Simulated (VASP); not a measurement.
# GaSe3 (I4/mcm) in VASP: relaxation of cell and atoms with PBE

Aim: the relaxation of cell and atoms of GaSe3 with PBE.

Everything below comes from runs of VASP 6.6.1. Logs are shortened: lines on timing, memory, paths and dates and some standing lists are left out, and cuts for length are marked.

## Step 1: The cell of the first run

The structure is tetragonal, space group I4/mcm (No. 140). Conventional cell: a = 7.844 Å, b = 7.844 Å, c = 6.042 Å, α = 90.00°, β = 90.00°, γ = 90.00°. Ga (site symmetry -42m) has 4 Se at 2.45 Å and 2 Ga at 3.02 Å within 3.2 Å. Se (site symmetry 422) has 10 Se at 3.02 to 3.27 Å and 4 Ga at 3.92 Å within 4.0 Å. Within 3.3 Å of Se (site symmetry m2m) lie 2 Ga at 2.45 Å and 4 Se at 3.27 Å.

The cell was generated, and may not be a known phase.

## Step 2: Relaxation of cell and atoms, PBE

INCAR reads:

```
ALGO = Fast ; EDIFF = 1E-6
EDIFFG = -0.01 ; ENCUT = 600
GGA = PE ; IBRION = 2
ISIF = 3 ; ISMEAR = 0
LASPH = True ; LCHARG = False
LREAL = False ; LWAVE = False
NELM = 100 ; NSW = 100
PREC = Accurate ; SIGMA = 0.1
```

KPOINTS reads:

```
k-points
0
Gamma
  8 8 8
```

POSCAR reads:

```
GaSe3
1.0
   -3.9220826844      3.9220826844      3.0210791413
    3.9220826844     -3.9220826844      3.0210791413
    3.9220826844      3.9220826844     -3.0210791413
Ga Se
2 6
Direct
    0.2500000000      0.7500000000      0.5000000000
    0.7500000000      0.2500000000      0.5000000000
    0.2500000000      0.2500000000      0.0000000000
    0.7500000000      0.7500000000      0.0000000000
    0.6740160085      0.1740160085      0.8480320169
    0.3259839915      0.8259839915      0.1519679831
    0.1740160085      0.3259839915      0.5000000000
    0.8259839915      0.6740160085      0.5000000000
```

Potentials or basis: VASP PAW PBE potentials, release 64 (Ga_d, Se).

Launch:

```sh
$ cat potpaw_PBE.64/Ga_d/POTCAR potpaw_PBE.64/Se/POTCAR > POTCAR
$ mpirun -np 1 vasp_std > vasp.out
```

OUTCAR:

```text
EDIFF = 1E-6
   EDIFFG = -0.01
   ENCUT = 600
   GGA = PE
   IBRION = 2
   ISIF = 3
   ISMEAR = 0
   LASPH = True
   LREAL = False
   NELM = 100
   NSW = 100
   PREC = Accurate

 ion  position               nearest neighbor table
   1  0.250  0.750  0.500-   6 2.45   5 2.45   7 2.45   8 2.45
   2  0.750  0.250  0.500-   5 2.45   6 2.45   7 2.45   8 2.45
   3  0.250  0.250  0.000-
   4  0.750  0.750  0.000-
   5  0.674  0.174  0.848-   2 2.45   1 2.45
   6  0.326  0.826  0.152-   1 2.45   2 2.45
   7  0.174  0.326  0.500-   1 2.45   2 2.45
   8  0.826  0.674  0.500-   1 2.45   2 2.45

  LATTYP: Found a body centered tetragonal cell.
 ALAT       =     7.8441653688
 C/A-ratio  =     0.7702742100

  Lattice vectors:

 A1 = (  -3.9220826844,   3.9220826844,   3.0210791413)
 A2 = (   3.9220826844,  -3.9220826844,   3.0210791413)
 A3 = (   3.9220826844,   3.9220826844,  -3.0210791413)

Analysis of symmetry for initial positions (statically):
=====================================================================
 Subroutine PRICEL returns:
 Original cell was already a primitive cell.

 Routine SETGRP: Setting up the symmetry group for a
 body centered tetragonal supercell.

 Subroutine GETGRP returns: Found 16 space group operations
 (whereof  8 operations were pure point group operations)
 out of a pool of 16 trial point group operations.

The static configuration has the point symmetry C_4h.
 The point group associated with its full space group is D_4h.

Analysis of symmetry for dynamics (positions and initial velocities):
=====================================================================
 Subroutine PRICEL returns:
 Original cell was already a primitive cell.

 Routine SETGRP: Setting up the symmetry group for a
 body centered tetragonal supercell.

 Subroutine GETGRP returns: Found 16 space group operations
 (whereof  8 operations were pure point group operations)
 out of a pool of 16 trial point group operations.

The dynamic configuration has the point symmetry C_4h.
 The point group associated with its full space group is D_4h.

 Subroutine INISYM returns: Found 16 space group operations
 (whereof  8 operations are pure point group operations),
 and found     1 'primitive' translations

----------------------------------------------------------------------------------------

                                     Primitive cell

  volume of cell :     185.8898

  direct lattice vectors                    reciprocal lattice vectors
    -3.922082684  3.922082684  3.021079141     0.000000000  0.127483289  0.165503774
     3.922082684 -3.922082684  3.021079141     0.127483289  0.000000000  0.165503774
     3.922082684  3.922082684 -3.021079141     0.127483289  0.127483289  0.000000000

  length of vectors
     6.316041826  6.316041826  6.316041826     0.208910240  0.208910240  0.180288596

  position of ions in fractional coordinates (direct lattice)
     0.250000000  0.750000000  0.500000000
     0.750000000  0.250000000  0.500000000
     0.250000000  0.250000000  0.000000000
     0.750000000  0.750000000  0.000000000
     0.674016008  0.174016008  0.848032017
     0.325983992  0.825983992  0.151967983
     0.174016008  0.325983992  0.500000000
     0.825983992  0.674016008  0.500000000

  ion indices of the primitive-cell ions
   primitive index   ion index
                 1           1
                 2           2
                 3           3
                 4           4
                 5           5
                 6           6
                 7           7
                 8           8

----------------------------------------------------------------------------------------

 KPOINTS: k-points

Automatic generation of k-mesh.
 Grid dimensions read from file:
 generate k-points for:    8    8    8

 Generating k-lattice:

  Cartesian coordinates                     Fractional coordinates (reciprocal lattice)
     0.000000000  0.015935411  0.020687972     0.125000000  0.000000000  0.000000000
     0.015935411  0.000000000  0.020687972     0.000000000  0.125000000  0.000000000
     0.015935411  0.015935411  0.000000000     0.000000000  0.000000000  0.125000000

  Length of vectors
     0.026113780  0.026113780  0.022536075

  Shift w.r.t. Gamma in fractional coordinates (k-lattice)
     0.000000000  0.000000000  0.000000000

 Subroutine IBZKPT returns following result:
 ===========================================

 Found     59 irreducible k-points:

 Following reciprocal coordinates:
            Coordinates               Weight
  0.000000  0.000000  0.000000      1.000000
  0.125000  0.000000  0.000000      8.000000
  0.250000  0.000000  0.000000      8.000000
  0.375000  0.000000  0.000000      8.000000
  0.500000  0.000000  0.000000      4.000000
  0.125000  0.125000  0.000000      8.000000
[... 16 lines left out ...]
  0.250000  0.125000  0.125000     16.000000
  0.375000  0.125000  0.125000      8.000000
 [... further k-points ...]
   k-points           NKPTS =     59   k-points in BZ     NKDIM =     59   number of bands    NBANDS=     37
   number of dos      NEDOS =    301   number of ions     NIONS =      8
   total plane-waves  NPLWV = 125000
   dimension x,y,z NGX =    50 NGY =   50 NGZ =   50
   dimension x,y,z NGXF=   100 NGYF=  100 NGZF=  100
   ions per type =               2   6
   NGX,Y,Z   is equivalent  to a cutoff of  13.16, 13.16, 13.16 a.u.
   NGXF,Y,Z  is equivalent  to a cutoff of  26.32, 26.32, 26.32 a.u.
 SYSTEM =  unknown system
   PREC   = accura    normal or accurate (medium, high low for compatibility)
   ISTART =      0    job   : 0-new  1-cont  2-samecut
   ICHARG =      2    charge: 1-file 2-atom 10-const
   ISPIN  =      1    spin polarized calculation?
   LNONCOLLINEAR =      F non collinear calculations
   LSORBIT =      F    spin-orbit coupling
   LASPH  =      T    aspherical Exc in radial PAW
   ENCUT  =  600.0 eV  44.10 Ry    6.64 a.u.  12.61 12.61 12.61*2*pi/ulx,y,z
   NELM   =    100;   NELMIN=  2; NELMDL= -5     # of ELM steps
   EDIFF  = 0.1E-05   stopping-criterion for ELM
   LREAL  =      F    real-space projection
   EDIFFG = -.1E-01   stopping-criterion for IOM
   NSW    =    100    number of steps for IOM
   IBRION =      2    ionic relax: 0-MD 1-quasi-New 2-CG
   NFREE  =      1    steps in history (QN), initial steepest desc. (CG)
   ISIF   =      3    stress and relaxation
   ISYM   =      2    0-nonsym 1-usesym 2-fastsym
   POTIM  = 0.5000    time-step for ionic-motion
   TEBEG  =    0.0;   TEEND  =   0.0 temperature during run
   PSTRESS=    0.0 pullay stress
   NELECT =      62.0000    total number of electrons
   NUPDOWN=      -1.0000    fix difference up-down
   EMIN   =  10.00;   EMAX   =-10.00  energy-range for DOS
   EFERMI =   0.00;   METHOD = LEGACY
   ISMEAR =     0;   SIGMA  =   0.10  broadening in eV -4-tet -1-fermi 0-gaus
   EFERMI_NEDOS =   21; number of points for ismear=-14 and -15
   IALGO  =     68    algorithm
   IMIX   =      4    mixing-type and parameters
     AMIX     =   0.40;   BMIX     =  1.00
     AMIX_MAG =   1.60;   BMIX_MAG =  1.00
  volume/ion in A,a.u.               =      23.24       156.81
  Fermi-wavevector in a.u.,A,eV,Ry     =   1.135325  2.145453 17.537404  1.288963
  Thomas-Fermi vector in A             =   2.272030
   LORBIT       =      0    0 simple, 1 ext, 2 COOP (PROOUT), +10 PAW based schemes
   GGA     = PE    functional components
   LHFCALC =     F    Hartree Fock is set to
   AEXX    =    0.0000 exact exchange contribution
   IVDW    =     0    specifies the selected vdW correction
   LEPSILON=     F    determine dielectric tensor
   LRPA    =     F    only Hartree local field effects (RPA)
 conjugate gradient relaxation of ions
 non-spin polarized calculation
 RMM-DIIS sequential band-by-band and
 Gauss-broadening in eV      SIGMA  =   0.10
  energy-cutoff  :      600.00
  volume of cell :      185.89
 maximum number of plane-waves:      6228
   NGX = 25   NGY = 25   NGZ = 25

--------------------------------------- Ionic step        1  -------------------------------------------

 number of electron      61.9999992 magnetization

 Free energy of the ion-electron system (eV)
  ---------------------------------------------------
  ext. energy  EPLUGINS =         0.00000000
  ---------------------------------------------------
  free energy    TOTEN  =       -26.72926183 eV

  energy without entropy =      -26.70422139  energy(sigma->0) =      -26.71674161

------------------------ aborting loop because EDIFF is reached ----------------------------------------

  FORCE on cell =-STRESS in cart. coord.  units (eV):
  Direction    XX          YY          ZZ          XY          YZ          ZX
  --------------------------------------------------------------------------------------
  -------------------------------------------------------------------------------------
  Total       -0.2892939     -0.2892939      0.8804705      0.0000000      0.0000000     -0.0000000
  in kB       -2.4934133     -2.4934133      7.5887422      0.0000000      0.0000000     -0.0000000
  external PRESSURE =       0.8673052 kB  Pullay stress =       0.0000000 kB
[... 107 lines left out ...]
  FREE ENERGIE OF THE ION-ELECTRON SYSTEM (eV)
  ---------------------------------------------------
  free  energy   TOTEN  =       -26.7368189211 eV

  energy  without entropy=      -26.7118261356  energy(sigma->0) =      -26.72432253

[... ionic steps 4 to 8 ...]

--------------------------------------- Ionic step        9  -------------------------------------------

 number of electron      61.9999998 magnetization

------------------------ aborting loop because EDIFF is reached ----------------------------------------
[... 79 lines left out ...]
--------------------------------------- Ionic step       11  -------------------------------------------

 number of electron      61.9999997 magnetization

 Free energy of the ion-electron system (eV)
  ---------------------------------------------------
  ext. energy  EPLUGINS =         0.00000000
  ---------------------------------------------------
  free energy    TOTEN  =       -26.74205305 eV

  energy without entropy =      -26.71784389  energy(sigma->0) =      -26.72994847

 E-fermi :   3.7288     XC(G=0):  -9.8328

 val. band max:        3.7017004309   @ k =  -0.1250   0.5000   0.1250
 cond. band min:       3.7346508279   @ k =  -0.1250   0.2500   0.1250
 fundamental gap:      0.0329503969
 Fermi energy:         3.7288097173

 k-point     1 :       0.0000    0.0000    0.0000
  band No.  band energies     occupation
      1     -11.2911      2.00000
      2     -11.2911      2.00000
      3     -11.2025      2.00000
      4     -11.2007      2.00000
      5     -11.0462      2.00000
      6     -11.0328      2.00000
[... 949 lines left out ...]
     36       6.3557      0.00000
     37       8.0571      0.00000

 [... further k-points ...]

------------------------ aborting loop because EDIFF is reached ----------------------------------------

  FORCE on cell =-STRESS in cart. coord.  units (eV):
  Direction    XX          YY          ZZ          XY          YZ          ZX
  --------------------------------------------------------------------------------------
  -------------------------------------------------------------------------------------
  Total        0.0518576      0.0518576      0.0034452      0.0000000      0.0000000      0.0000000
  in kB        0.4524624      0.4524624      0.0300596      0.0000000      0.0000000      0.0000000
  external PRESSURE =       0.3116614 kB  Pullay stress =       0.0000000 kB
[... 23 lines left out ...]
  FREE ENERGIE OF THE ION-ELECTRON SYSTEM (eV)
  ---------------------------------------------------
  free  energy   TOTEN  =       -26.7420530475 eV

  energy  without entropy=      -26.7178438903  energy(sigma->0) =      -26.72994847

 reached required accuracy - stopping structural energy minimisation
```

It took 1.5 h on 1 thread of Oxide Virtual Turin-like, shared host; peak memory 0.61 GiB.

What came out:

| Item | Value |
| --- | --- |
| Free energy | -26.7421 eV |
| Relaxed volume | 22.95 Å³/atom |
| Relaxed cell | a = 6.273 Å, b = 6.273 Å, c = 6.273 Å, α = 103.83°, β = 103.83°, γ = 121.47° |
| Space group after relaxing (to 0.1 Å) | I4/mcm (No. 140) |
| Energy gained by relaxing | 1.6 meV/atom |
| Ionic steps | 11 |
| Pressure after relaxing | 0.0 GPa |
| Largest force after relaxing | 0.006 eV/Å |
| Band gap on the k mesh | zero (bands 31 and 32 overlap by 0.90 eV) |

Forces on the atoms (eV/Å):
```
Ga   0.000  0.000  0.000
Ga   0.000  0.000  0.000
Se   0.000  0.000  0.000
Se   0.000  0.000  0.000
Se   0.004  0.004  0.000
Se  -0.004 -0.004  0.000
Se  -0.004  0.004  0.000
Se   0.004 -0.004  0.000
```

The path:
| step | energy change (eV) | largest force (eV/Å) | pressure (GPa) | volume (Å³) |
| --- | --- | --- | --- | --- |
| 1 | 0.0000 | 0.0694 | 0.09 | 185.89 |
| 2 | -0.0051 | 0.0288 | -0.17 | 186.23 |
| 3 | -0.0076 | 0.0199 | -0.50 | 186.64 |
| 4 | -0.0108 | 0.0163 | -0.27 | 185.59 |
| 5 | -0.0119 | 0.0498 | -0.04 | 184.61 |
| 6 | -0.0119 | 0.0525 | 0.01 | 184.53 |
| 7 | -0.0123 | 0.0377 | -0.02 | 184.36 |
| 8 | -0.0127 | 0.0155 | -0.04 | 184.10 |
| 9 | -0.0125 | 0.0290 | -0.05 | 183.58 |
| 10 | -0.0127 | 0.0002 | -0.05 | 183.91 |
| 11 | -0.0128 | 0.0058 | 0.03 | 183.63 |

Final structure:
```yaml
crystal:
  lattice:
    - [-3.86923, 3.86923, 3.06641]
    - [3.86923, -3.86923, 3.06641]
    - [3.86923, 3.86923, -3.06641]
  atoms:
    - { symbol: Ga, position: [0.25000, 0.75000, 0.50000] }
    - { symbol: Ga, position: [0.75000, 0.25000, 0.50000] }
    - { symbol: Se, position: [0.25000, 0.25000, 0.00000] }
    - { symbol: Se, position: [0.75000, 0.75000, 0.00000] }
    - { symbol: Se, position: [0.67575, 0.17575, 0.85150] }
    - { symbol: Se, position: [0.32425, 0.82425, 0.14850] }
    - { symbol: Se, position: [0.17575, 0.32425, 0.50000] }
    - { symbol: Se, position: [0.82425, 0.67575, 0.50000] }
```

The gap in the log of VASP goes by the Fermi energy; the results here count the filled bands.